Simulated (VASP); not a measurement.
# ZnBr (R-3m) in VASP: a series of runs

ZnBr is run at these levels: PBE; tasks: single point, relaxation of cell and atoms.

All numbers are computed with VASP 6.6.1; they aren't measurements. Logs are shortened: lines on timing, memory, paths and dates and some standing lists are left out, and cuts for length are marked.

## (1) The cell of the first run

It takes space group R-3m (No. 166, trigonal). Conventional cell: a = 5.562 Å, b = 5.562 Å, c = 10.874 Å, α = 90.00°, β = 90.00°, γ = 120.00°. Within 4.8 Å of Zn (site symmetry -3m) lie 6 Br at 3.69 Å. Within 4.8 Å of Br (site symmetry -3m) lie 6 Zn at 3.69 Å.

## (2) Single point, PBE

The input, INCAR:

```
PREC = Accurate
ENCUT = 520
EDIFF = 1E-7
ISMEAR = 0
SIGMA = 0.1
LREAL = False
LASPH = True
NELM = 80
ALGO = Normal
ISIF = 2
LWAVE = False
LCHARG = False
GGA = PE
NBANDS = 16
```

The input, KPOINTS:

```
Automatic mesh
0
Gamma
  6 6 6
```

The input, POSCAR:

```
ZnBr
1.0
    2.7811602700      1.6057036300      3.6246062000
   -2.7811602700      1.6057036300      3.6246062000
    0.0000000000     -3.2114072600      3.6246062000
Zn Br
1 1
Direct
    0.0000000000      0.0000000000      0.0000000000
    0.5000000000      0.5000000000      0.5000000000
```

Potentials or basis: VASP PAW PBE potentials, release 64 (Zn, Br).

The run is started by

```
$ cat potpaw_PBE.64/Zn/POTCAR potpaw_PBE.64/Br/POTCAR > POTCAR
$ mpirun -np 1 vasp_std > vasp.out
```

OUTCAR:

```text
PREC = Accurate
   ENCUT = 520
   EDIFF = 1E-7
   ISMEAR = 0
   LREAL = False
   LASPH = True
   NELM = 80
   ISIF = 2
   GGA = PE

 ion  position               nearest neighbor table
   1  0.000  0.000  0.000-
   2  0.500  0.500  0.500-

  LATTYP: Found a trigonal (rhomboedric) cell.
 ALAT       =     4.8426136228
 COS(alpha) =     0.3403365979

  Lattice vectors:

 A1 = (   2.7811602700,   1.6057036300,   3.6246062000)
 A2 = (  -2.7811602700,   1.6057036300,   3.6246062000)
 A3 = (   0.0000000000,  -3.2114072600,   3.6246062000)

Analysis of symmetry for initial positions (statically):
=====================================================================
 Subroutine PRICEL returns:
 Original cell was already a primitive cell.

 Routine SETGRP: Setting up the symmetry group for a
 trigonal (rhombohedral) supercell.

 Subroutine GETGRP returns: Found 12 space group operations
 (whereof 12 operations were pure point group operations)
 out of a pool of 12 trial point group operations.

The static configuration has the point symmetry D_3d.

Analysis of symmetry for dynamics (positions and initial velocities):
=====================================================================
 Subroutine PRICEL returns:
 Original cell was already a primitive cell.

 Routine SETGRP: Setting up the symmetry group for a
 trigonal (rhombohedral) supercell.

 Subroutine GETGRP returns: Found 12 space group operations
 (whereof 12 operations were pure point group operations)
 out of a pool of 12 trial point group operations.

The dynamic configuration has the point symmetry D_3d.

 Subroutine INISYM returns: Found 12 space group operations
 (whereof 12 operations are pure point group operations),
 and found     1 'primitive' translations

----------------------------------------------------------------------------------------

                                     Primitive cell

  volume of cell :      97.1188

  direct lattice vectors                    reciprocal lattice vectors
     2.781160270  1.605703630  3.624606200     0.179781081  0.103796656  0.091964013
    -2.781160270  1.605703630  3.624606200    -0.179781081  0.103796656  0.091964013
     0.000000000 -3.211407260  3.624606200     0.000000000 -0.207593311  0.091964013

  length of vectors
     4.842613623  4.842613623  4.842613622     0.227051454  0.227051454  0.227051454

  position of ions in fractional coordinates (direct lattice)
     0.000000000  0.000000000  0.000000000
     0.500000000  0.500000000  0.500000000

  ion indices of the primitive-cell ions
   primitive index   ion index
                 1           1
                 2           2

----------------------------------------------------------------------------------------

 KPOINTS: Automatic mesh

Automatic generation of k-mesh.
 Grid dimensions read from file:
 generate k-points for:    6    6    6

 Generating k-lattice:

  Cartesian coordinates                     Fractional coordinates (reciprocal lattice)
     0.029963514  0.017299443  0.015327336     0.166666667  0.000000000  0.000000000
    -0.029963514  0.017299443  0.015327336     0.000000000  0.166666667  0.000000000
     0.000000000 -0.034598885  0.015327336     0.000000000  0.000000000  0.166666667

  Length of vectors
     0.037841909  0.037841909  0.037841909

  Shift w.r.t. Gamma in fractional coordinates (k-lattice)
     0.000000000  0.000000000  0.000000000

 Subroutine IBZKPT returns following result:
 ===========================================

 Found     32 irreducible k-points:

 Following reciprocal coordinates:
            Coordinates               Weight
  0.000000  0.000000  0.000000      1.000000
  0.166667 -0.000000 -0.000000      6.000000
  0.333333 -0.000000  0.000000      6.000000
  0.500000 -0.000000 -0.000000      3.000000
  0.166667  0.166667 -0.000000      6.000000
  0.333333  0.166667 -0.000000     12.000000
[... 16 lines left out ...]
  0.500000  0.500000  0.166667      6.000000
 -0.333333  0.500000  0.166667     12.000000
 [... further k-points ...]
   k-points           NKPTS =     32   k-points in BZ     NKDIM =     32   number of bands    NBANDS=     16
   number of dos      NEDOS =    301   number of ions     NIONS =      2
   total plane-waves  NPLWV =  46656
   dimension x,y,z NGX =    36 NGY =   36 NGZ =   36
   dimension x,y,z NGXF=    72 NGYF=   72 NGZF=   72
   ions per type =               1   1
   NGX,Y,Z   is equivalent  to a cutoff of  12.36, 12.36, 12.36 a.u.
   NGXF,Y,Z  is equivalent  to a cutoff of  24.72, 24.72, 24.72 a.u.
 SYSTEM =  unknown system
   PREC   = accura    normal or accurate (medium, high low for compatibility)
   ISTART =      0    job   : 0-new  1-cont  2-samecut
   ICHARG =      2    charge: 1-file 2-atom 10-const
   ISPIN  =      1    spin polarized calculation?
   LNONCOLLINEAR =      F non collinear calculations
   LSORBIT =      F    spin-orbit coupling
   LASPH  =      T    aspherical Exc in radial PAW
   ENCUT  =  520.0 eV  38.22 Ry    6.18 a.u.   9.00  9.00  9.00*2*pi/ulx,y,z
   NELM   =     80;   NELMIN=  2; NELMDL= -5     # of ELM steps
   EDIFF  = 0.1E-06   stopping-criterion for ELM
   LREAL  =      F    real-space projection
   EDIFFG = 0.1E-05   stopping-criterion for IOM
   NSW    =      0    number of steps for IOM
   IBRION =     -1    ionic relax: 0-MD 1-quasi-New 2-CG
   NFREE  =      0    steps in history (QN), initial steepest desc. (CG)
   ISIF   =      2    stress and relaxation
   ISYM   =      2    0-nonsym 1-usesym 2-fastsym
   POTIM  = 0.5000    time-step for ionic-motion
   TEBEG  =    0.0;   TEEND  =   0.0 temperature during run
   PSTRESS=    0.0 pullay stress
   NELECT =      19.0000    total number of electrons
   NUPDOWN=      -1.0000    fix difference up-down
   EMIN   =  10.00;   EMAX   =-10.00  energy-range for DOS
   EFERMI =   0.00;   METHOD = LEGACY
   ISMEAR =     0;   SIGMA  =   0.10  broadening in eV -4-tet -1-fermi 0-gaus
   EFERMI_NEDOS =   21; number of points for ismear=-14 and -15
   IALGO  =     38    algorithm
   IMIX   =      4    mixing-type and parameters
     AMIX     =   0.40;   BMIX     =  1.00
     AMIX_MAG =   1.60;   BMIX_MAG =  1.00
  volume/ion in A,a.u.               =      48.56       327.70
  Fermi-wavevector in a.u.,A,eV,Ry     =   0.950367  1.795934 12.288758  0.903198
  Thomas-Fermi vector in A             =   2.078738
   LORBIT       =      0    0 simple, 1 ext, 2 COOP (PROOUT), +10 PAW based schemes
   GGA     = PE    functional components
   LHFCALC =     F    Hartree Fock is set to
   AEXX    =    0.0000 exact exchange contribution
   IVDW    =     0    specifies the selected vdW correction
   LEPSILON=     F    determine dielectric tensor
   LRPA    =     F    only Hartree local field effects (RPA)
 non-spin polarized calculation
 Gauss-broadening in eV      SIGMA  =   0.10
  energy-cutoff  :      520.00
  volume of cell :       97.12
 maximum number of plane-waves:      2642
   NGX = 19   NGY = 19   NGZ = 19

 number of electron      18.9999992 magnetization

 Free energy of the ion-electron system (eV)
  ---------------------------------------------------
  ext. energy  EPLUGINS =         0.00000000
  ---------------------------------------------------
  free energy    TOTEN  =        -1.87157213 eV

  energy without entropy =       -1.85389877  energy(sigma->0) =       -1.86273545

 E-fermi :  -2.4985     XC(G=0):  -6.4286

 val. band max:       -2.5094650833   @ k =  -0.3333   0.3333   0.3333
 cond. band min:      -2.4933476558   @ k =  -0.1667   0.1667   0.1667
 fundamental gap:      0.0161174275
 Fermi energy:        -2.4985353052

 k-point     1 :       0.0000    0.0000    0.0000
  band No.  band energies     occupation
      1     -15.7380      2.00000
      2      -8.3149      2.00000
      3      -8.3149      2.00000
      4      -8.3119      2.00000
      5      -8.2957      2.00000
      6      -8.2957      2.00000
[... 8 lines left out ...]
     15       5.3063      0.00000
     16       5.4963      0.00000

 k-point     2 :       0.1667   -0.0000   -0.0000
  band No.  band energies     occupation
      1     -15.7300      2.00000
      2      -8.3164      2.00000
      3      -8.3139      2.00000
      4      -8.3113      2.00000
      5      -8.2965      2.00000
      6      -8.2962      2.00000
[... 8 lines left out ...]
     15       5.6675      0.00000
     16       6.6079      0.00000

 k-point     3 :       0.3333   -0.0000    0.0000
  band No.  band energies     occupation
      1     -15.7138      2.00000
      2      -8.3200      2.00000
      3      -8.3143      2.00000
      4      -8.3081      2.00000
      5      -8.2980      2.00000
      6      -8.2965      2.00000
[... 8 lines left out ...]
     15       6.4077      0.00000
     16       7.4269      0.00000

 k-point     4 :       0.5000   -0.0000   -0.0000
  band No.  band energies     occupation
      1     -15.7057      2.00000
      2      -8.3220      2.00000
      3      -8.3148      2.00000
      4      -8.3065      2.00000
      5      -8.2985      2.00000
      6      -8.2964      2.00000
[... 8 lines left out ...]
     15       7.3952      0.00000
     16       7.4682      0.00000

 k-point     5 :       0.1667    0.1667   -0.0000
  band No.  band energies     occupation
      1     -15.7250      2.00000
      2      -8.3162      2.00000
      3      -8.3118      2.00000
      4      -8.3117      2.00000
      5      -8.2980      2.00000
      6      -8.2953      2.00000
[... 8 lines left out ...]
     15       6.2697      0.00000
     16       6.3940      0.00000

 k-point     6 :       0.3333    0.1667   -0.0000
  band No.  band energies     occupation
      1     -15.7106      2.00000
      2      -8.3178      2.00000
      3      -8.3132      2.00000
      4      -8.3073      2.00000
      5      -8.2980      2.00000
      6      -8.2955      2.00000
[... 8 lines left out ...]
     15       6.7877      0.00000
     16       7.3339      0.00000
[... 267 lines left out ...]
 k-point    21 :      -0.3333    0.3333    0.1667
  band No.  band energies     occupation
      1     -15.6917      2.00000
      2      -8.3147      2.00000
      3      -8.3122      2.00000
      4      -8.3069      2.00000
      5      -8.2958      2.00000
      6      -8.2947      2.00000
[... 8 lines left out ...]
     15       6.9764      0.00000
     16       7.9023      0.00000

 k-point    22 :      -0.1667    0.3333    0.1667
  band No.  band energies     occupation
      1     -15.7017      2.00000
      2      -8.3138      2.00000
      3      -8.3131      2.00000
      4      -8.3094      2.00000
      5      -8.2966      2.00000
      6      -8.2937      2.00000
[... 8 lines left out ...]
     15       7.2555      0.00000
     16       7.6147      0.00000

 k-point    23 :       0.5000    0.5000    0.1667
  band No.  band energies     occupation
      1     -15.6848      2.00000
      2      -8.3163      2.00000
      3      -8.3076      2.00000
      4      -8.3054      2.00000
      5      -8.2963      2.00000
      6      -8.2938      2.00000
[... 8 lines left out ...]
     15       7.5642      0.00000
     16       8.1772      0.00000

 k-point    24 :      -0.3333    0.5000    0.1667
  band No.  band energies     occupation
      1     -15.6871      2.00000
      2      -8.3149      2.00000
      3      -8.3084      2.00000
      4      -8.3067      2.00000
      5      -8.2941      2.00000
      6      -8.2936      2.00000
[... 8 lines left out ...]
     15       7.2770      0.00000
     16       7.6388      0.00000

 [... further k-points ...]
[... 5 lines left out ...]
  --------------------------------------------------------------------------------------
  -------------------------------------------------------------------------------------
  Total       -2.5763451     -2.5763451     -1.4344778     -0.0000000     -0.0000000      0.0000000
  in kB      -42.5021726    -42.5021725    -23.6646958     -0.0000000     -0.0000000      0.0000000
  external PRESSURE =     -36.2230136 kB  Pullay stress =       0.0000000 kB

 VOLUME and BASIS-vectors are now :
 -----------------------------------------------------------------------------
  energy-cutoff  :      520.00
  volume of cell :       97.12
      direct lattice vectors                 reciprocal lattice vectors
     2.781160270  1.605703630  3.624606200     0.179781081  0.103796656  0.091964013
    -2.781160270  1.605703630  3.624606200    -0.179781081  0.103796656  0.091964013
     0.000000000 -3.211407260  3.624606200     0.000000000 -0.207593311  0.091964013

 POSITION                                       TOTAL-FORCE (eV/Angst)
 -----------------------------------------------------------------------------------
      0.00000      0.00000      0.00000         0.000000      0.000000      0.000000
      0.00000      0.00000      5.43691         0.000000      0.000000      0.000000
 -----------------------------------------------------------------------------------
    total drift:                               -0.000000     -0.000000      0.000000

  FREE ENERGIE OF THE ION-ELECTRON SYSTEM (eV)
  ---------------------------------------------------
  free  energy   TOTEN  =        -1.8715721331 eV

  energy  without entropy=       -1.8538987693  energy(sigma->0) =       -1.86273545
```

Run time: 21 s. Hardware: 1 thread of AMD EPYC 9R45 (Zen 5), shared host; peak memory 0.19 GiB.

Results:

```yaml
Free_energy: -1.8716 eV
Pressure: -3.6 GPa
```

Caveat: an odd number of electrons without spin polarisation forces a metal; a magnetic or distorted state may lie lower.

(Continued in part 2 of 2.)
